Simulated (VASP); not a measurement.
# CsPbBr3 (Pm-3m) in VASP: further runs

CsPbBr3 is run at these levels: PBEsol; tasks: single point.

Program: VASP 6.6.1. These are calculated values, not measurements. Logs are shortened: lines on timing, memory, paths and dates and some standing lists are left out, and cuts for length are marked.

## 1. The cell of the first run

The structure is cubic, space group Pm-3m (No. 221). The conventional cell has a = 5.870 Å, b = 5.870 Å, c = 5.870 Å, α = 90.00°, β = 90.00°, γ = 90.00°. Within 5.4 Å of Cs (site symmetry m-3m) lie 12 Br at 4.15 Å and 8 Pb at 5.08 Å. Within 3.9 Å of Pb (site symmetry m-3m) lie 6 Br at 2.94 Å. Within 3.9 Å of Br (site symmetry 4/mmm) lie 2 Pb at 2.94 Å.

## 2. Single point, PBEsol

Input file INCAR:

```
PREC = Accurate
ENCUT = 520
EDIFF = 1E-7
ISMEAR = 0
SIGMA = 0.02
LREAL = False
LASPH = True
NELM = 60
ALGO = Normal
ISIF = 2
LWAVE = False
LCHARG = True
GGA = PS
LELF = True
LVHAR = True
NBANDS = 30
```

Input file KPOINTS:

```
Automatic mesh
0
Gamma
  6 6 6
```

Input file POSCAR:

```
CsPbBr3
1.0
    5.8700000000      0.0000000000      0.0000000000
    0.0000000000      5.8700000000      0.0000000000
    0.0000000000      0.0000000000      5.8700000000
Cs Pb Br
1 1 3
Direct
    0.0000000000      0.0000000000      0.0000000000
    0.5000000000      0.5000000000      0.5000000000
    0.0000000000      0.5000000000      0.5000000000
    0.5000000000      0.0000000000      0.5000000000
    0.5000000000      0.5000000000      0.0000000000
```

Potentials or basis: VASP PAW PBE potentials, release 64 (Cs_sv, Pb_d, Br).

The run is started by

```sh
$ cat potpaw_PBE.64/Cs_sv/POTCAR potpaw_PBE.64/Pb_d/POTCAR potpaw_PBE.64/Br/POTCAR > POTCAR
$ mpirun -np 1 vasp_std > vasp.out
```

OUTCAR:

```text
PREC = Accurate
   ENCUT = 520
   EDIFF = 1E-7
   ISMEAR = 0
   LREAL = False
   LASPH = True
   NELM = 60
   ISIF = 2
   GGA = PS

 ion  position               nearest neighbor table
   1  0.000  0.000  0.000-
   2  0.500  0.500  0.500-   3 2.94   4 2.94   5 2.94   5 2.94   4 2.94   3 2.94
   3  0.000  0.500  0.500-   2 2.94   2 2.94
   4  0.500  0.000  0.500-   2 2.94   2 2.94
   5  0.500  0.500  0.000-   2 2.94   2 2.94

  LATTYP: Found a simple cubic cell.
 ALAT       =     5.8700000000

  Lattice vectors:

 A1 = (   5.8700000000,   0.0000000000,   0.0000000000)
 A2 = (   0.0000000000,   5.8700000000,   0.0000000000)
 A3 = (   0.0000000000,   0.0000000000,   5.8700000000)

Analysis of symmetry for initial positions (statically):
=====================================================================
 Subroutine PRICEL returns:
 Original cell was already a primitive cell.

 Routine SETGRP: Setting up the symmetry group for a
 simple cubic supercell.

 Subroutine GETGRP returns: Found 48 space group operations
 (whereof 48 operations were pure point group operations)
 out of a pool of 48 trial point group operations.

The static configuration has the point symmetry O_h .

Analysis of symmetry for dynamics (positions and initial velocities):
=====================================================================
 Subroutine PRICEL returns:
 Original cell was already a primitive cell.

 Routine SETGRP: Setting up the symmetry group for a
 simple cubic supercell.

 Subroutine GETGRP returns: Found 48 space group operations
 (whereof 48 operations were pure point group operations)
 out of a pool of 48 trial point group operations.

The dynamic configuration has the point symmetry O_h .

 Subroutine INISYM returns: Found 48 space group operations
 (whereof 48 operations are pure point group operations),
 and found     1 'primitive' translations

----------------------------------------------------------------------------------------

                                     Primitive cell

  volume of cell :     202.2620

  direct lattice vectors                    reciprocal lattice vectors
     5.870000000  0.000000000  0.000000000     0.170357751  0.000000000  0.000000000
     0.000000000  5.870000000  0.000000000     0.000000000  0.170357751  0.000000000
     0.000000000  0.000000000  5.870000000     0.000000000  0.000000000  0.170357751

  length of vectors
     5.870000000  5.870000000  5.870000000     0.170357751  0.170357751  0.170357751

  position of ions in fractional coordinates (direct lattice)
     0.000000000  0.000000000  0.000000000
     0.500000000  0.500000000  0.500000000
     0.000000000  0.500000000  0.500000000
     0.500000000  0.000000000  0.500000000
     0.500000000  0.500000000  0.000000000

  ion indices of the primitive-cell ions
   primitive index   ion index
                 1           1
                 2           2
                 3           3
                 4           4
                 5           5

----------------------------------------------------------------------------------------

 KPOINTS: Automatic mesh

Automatic generation of k-mesh.
 Grid dimensions read from file:
 generate k-points for:    6    6    6

 Generating k-lattice:

  Cartesian coordinates                     Fractional coordinates (reciprocal lattice)
     0.028392959  0.000000000  0.000000000     0.166666667  0.000000000  0.000000000
     0.000000000  0.028392959  0.000000000     0.000000000  0.166666667  0.000000000
     0.000000000  0.000000000  0.028392959     0.000000000  0.000000000  0.166666667

  Length of vectors
     0.028392959  0.028392959  0.028392959

  Shift w.r.t. Gamma in fractional coordinates (k-lattice)
     0.000000000  0.000000000  0.000000000

 Subroutine IBZKPT returns following result:
 ===========================================

 Found     20 irreducible k-points:

 Following reciprocal coordinates:
            Coordinates               Weight
  0.000000  0.000000  0.000000      1.000000
  0.166667  0.000000  0.000000      6.000000
  0.333333  0.000000  0.000000      6.000000
  0.500000  0.000000  0.000000      3.000000
  0.166667  0.166667  0.000000     12.000000
  0.333333  0.166667  0.000000     24.000000
[... 12 lines left out ...]
  0.500000  0.500000  0.333333      6.000000
  0.500000  0.500000  0.500000      1.000000
   k-points           NKPTS =     20   k-points in BZ     NKDIM =     20   number of bands    NBANDS=     30
   number of dos      NEDOS =    301   number of ions     NIONS =      5
   total plane-waves  NPLWV = 110592
   dimension x,y,z NGX =    48 NGY =   48 NGZ =   48
   dimension x,y,z NGXF=    96 NGYF=   96 NGZF=   96
   ions per type =               1   1   3
   NGX,Y,Z   is equivalent  to a cutoff of  13.59, 13.59, 13.59 a.u.
   NGXF,Y,Z  is equivalent  to a cutoff of  27.19, 27.19, 27.19 a.u.
 SYSTEM =  unknown system
   PREC   = accura    normal or accurate (medium, high low for compatibility)
   ISTART =      0    job   : 0-new  1-cont  2-samecut
   ICHARG =      2    charge: 1-file 2-atom 10-const
   ISPIN  =      1    spin polarized calculation?
   LNONCOLLINEAR =      F non collinear calculations
   LSORBIT =      F    spin-orbit coupling
   LASPH  =      T    aspherical Exc in radial PAW
   ENCUT  =  520.0 eV  38.22 Ry    6.18 a.u.  10.91 10.91 10.91*2*pi/ulx,y,z
   NELM   =     60;   NELMIN=  2; NELMDL= -5     # of ELM steps
   EDIFF  = 0.1E-06   stopping-criterion for ELM
   LREAL  =      F    real-space projection
   EDIFFG = 0.1E-05   stopping-criterion for IOM
   NSW    =      0    number of steps for IOM
   IBRION =     -1    ionic relax: 0-MD 1-quasi-New 2-CG
   NFREE  =      0    steps in history (QN), initial steepest desc. (CG)
   ISIF   =      2    stress and relaxation
   ISYM   =      2    0-nonsym 1-usesym 2-fastsym
   POTIM  = 0.5000    time-step for ionic-motion
   TEBEG  =    0.0;   TEEND  =   0.0 temperature during run
   PSTRESS=    0.0 pullay stress
   NELECT =      44.0000    total number of electrons
   NUPDOWN=      -1.0000    fix difference up-down
   EMIN   =  10.00;   EMAX   =-10.00  energy-range for DOS
   EFERMI =   0.00;   METHOD = LEGACY
   ISMEAR =     0;   SIGMA  =   0.02  broadening in eV -4-tet -1-fermi 0-gaus
   EFERMI_NEDOS =   21; number of points for ismear=-14 and -15
   IALGO  =     38    algorithm
   IMIX   =      4    mixing-type and parameters
     AMIX     =   0.40;   BMIX     =  1.00
     AMIX_MAG =   1.60;   BMIX_MAG =  1.00
  volume/ion in A,a.u.               =      40.45       272.99
  Fermi-wavevector in a.u.,A,eV,Ry     =   0.984587  1.860600 13.189657  0.969412
  Thomas-Fermi vector in A             =   2.115831
   LORBIT       =      0    0 simple, 1 ext, 2 COOP (PROOUT), +10 PAW based schemes
   GGA     = PS    functional components
   LHFCALC =     F    Hartree Fock is set to
   AEXX    =    0.0000 exact exchange contribution
   IVDW    =     0    specifies the selected vdW correction
   LEPSILON=     F    determine dielectric tensor
   LRPA    =     F    only Hartree local field effects (RPA)
 non-spin polarized calculation
 Gauss-broadening in eV      SIGMA  =   0.02
  energy-cutoff  :      520.00
  volume of cell :      202.26
 maximum number of plane-waves:      5520
 NGX is ok and might be reduce to    48
   NGX = 21   NGY = 21   NGZ = 21

 number of electron      44.0000000 magnetization

 Free energy of the ion-electron system (eV)
  ---------------------------------------------------
  ext. energy  EPLUGINS =         0.00000000
  ---------------------------------------------------
  free energy    TOTEN  =       -16.80747946 eV

  energy without entropy =      -16.80747946  energy(sigma->0) =      -16.80747946

 E-fermi :   1.3238     XC(G=0):  -7.8178

 val. band max:        1.2061739023   @ k =   0.5000   0.5000   0.5000
 cond. band min:       2.6334138565   @ k =   0.5000   0.5000   0.5000
 fundamental gap:      1.4272399542
 Fermi energy:         1.3237992544

 k-point     1 :       0.0000    0.0000    0.0000
  band No.  band energies     occupation
      1     -20.2475      2.00000
      2     -15.6183      2.00000
      3     -15.6183      2.00000
      4     -15.4463      2.00000
      5     -15.4463      2.00000
      6     -15.4463      2.00000
[... 22 lines left out ...]
     29       7.1570      0.00000
     30       7.1570      0.00000

 k-point     2 :       0.1667    0.0000    0.0000
  band No.  band energies     occupation
      1     -20.2472      2.00000
      2     -15.6183      2.00000
      3     -15.6018      2.00000
      4     -15.4466      2.00000
      5     -15.4466      2.00000
      6     -15.4463      2.00000
[... 22 lines left out ...]
     29       6.2781      0.00000
     30       7.1052      0.00000

 k-point     3 :       0.3333    0.0000    0.0000
  band No.  band energies     occupation
      1     -20.2466      2.00000
      2     -15.6182      2.00000
      3     -15.5682      2.00000
      4     -15.4471      2.00000
      5     -15.4471      2.00000
      6     -15.4463      2.00000
[... 22 lines left out ...]
     29       6.3893      0.00000
     30       7.2581      0.00000

 k-point     4 :       0.5000    0.0000    0.0000
  band No.  band energies     occupation
      1     -20.2464      2.00000
      2     -15.6182      2.00000
      3     -15.5510      2.00000
      4     -15.4473      2.00000
      5     -15.4473      2.00000
      6     -15.4463      2.00000
[... 22 lines left out ...]
     29       6.5451      0.00000
     30       7.3607      0.00000

 k-point     5 :       0.1667    0.1667    0.0000
  band No.  band energies     occupation
      1     -20.2469      2.00000
      2     -15.6102      2.00000
      3     -15.5932      2.00000
      4     -15.4468      2.00000
      5     -15.4466      2.00000
      6     -15.4466      2.00000
[... 22 lines left out ...]
     29       6.2541      0.00000
     30       6.7399      0.00000
[... 394 lines left out ...]
     29       6.8437      0.00000
     30       7.3077      0.00000

 k-point    18 :       0.5000    0.3333    0.3333
  band No.  band energies     occupation
      1     -20.2450      2.00000
      2     -15.5390      2.00000
      3     -15.5198      2.00000
      4     -15.4482      2.00000
      5     -15.4481      2.00000
      6     -15.4479      2.00000
[... 22 lines left out ...]
     29       6.6182      0.00000
     30       7.1670      0.00000

 k-point    19 :       0.5000    0.5000    0.3333
  band No.  band energies     occupation
      1     -20.2448      2.00000
      2     -15.5295      2.00000
      3     -15.5097      2.00000
      4     -15.4484      2.00000
      5     -15.4482      2.00000
      6     -15.4482      2.00000
[... 22 lines left out ...]
     29       6.4465      0.00000
     30       7.3313      0.00000

 k-point    20 :       0.5000    0.5000    0.5000
  band No.  band energies     occupation
      1     -20.2446      2.00000
      2     -15.5097      2.00000
      3     -15.5097      2.00000
      4     -15.4485      2.00000
      5     -15.4485      2.00000
      6     -15.4485      2.00000
[... 22 lines left out ...]
     29       6.3274      0.00000
     30       7.5844      0.00000

------------------------ aborting loop because EDIFF is reached ----------------------------------------

  FORCE on cell =-STRESS in cart. coord.  units (eV):
  Direction    XX          YY          ZZ          XY          YZ          ZX
  --------------------------------------------------------------------------------------
  -------------------------------------------------------------------------------------
  Total        0.0286203      0.0286203      0.0286203     -0.0000000      0.0000000     -0.0000000
  in kB        0.2267101      0.2267101      0.2267101     -0.0000000      0.0000000     -0.0000000
  external PRESSURE =       0.2267101 kB  Pullay stress =       0.0000000 kB

 VOLUME and BASIS-vectors are now :
 -----------------------------------------------------------------------------
  energy-cutoff  :      520.00
  volume of cell :      202.26
      direct lattice vectors                 reciprocal lattice vectors
     5.870000000  0.000000000  0.000000000     0.170357751  0.000000000  0.000000000
     0.000000000  5.870000000  0.000000000     0.000000000  0.170357751  0.000000000
     0.000000000  0.000000000  5.870000000     0.000000000  0.000000000  0.170357751

 POSITION                                       TOTAL-FORCE (eV/Angst)
 -----------------------------------------------------------------------------------
      0.00000      0.00000      0.00000         0.000000      0.000000      0.000000
      2.93500      2.93500      2.93500         0.000000      0.000000      0.000000
      0.00000      2.93500      2.93500         0.000000      0.000000      0.000000
      2.93500      0.00000      2.93500         0.000000      0.000000      0.000000
      2.93500      2.93500      0.00000         0.000000      0.000000      0.000000
 -----------------------------------------------------------------------------------
    total drift:                                0.000000     -0.000000     -0.000000

  FREE ENERGIE OF THE ION-ELECTRON SYSTEM (eV)
  ---------------------------------------------------
  free  energy   TOTEN  =       -16.8074794604 eV

  energy  without entropy=      -16.8074794604  energy(sigma->0) =      -16.80747946
```

Wall time 2.3 min (1 thread of AMD EPYC 7R13 (Zen 3), shared host); peak memory 0.36 GiB.

What came out:

* Free energy: -16.8075 eV
* Pressure: 0.0 GPa
* Band gap on the k mesh: 1.43 eV, direct

Caveat: the PAW data sets were made with another functional, which shifts forces and pressure a little; spin-orbit coupling is left out, which moves the levels of the heavy elements. A k mesh can miss the band edges.

(Continued in part 2 of 2.)
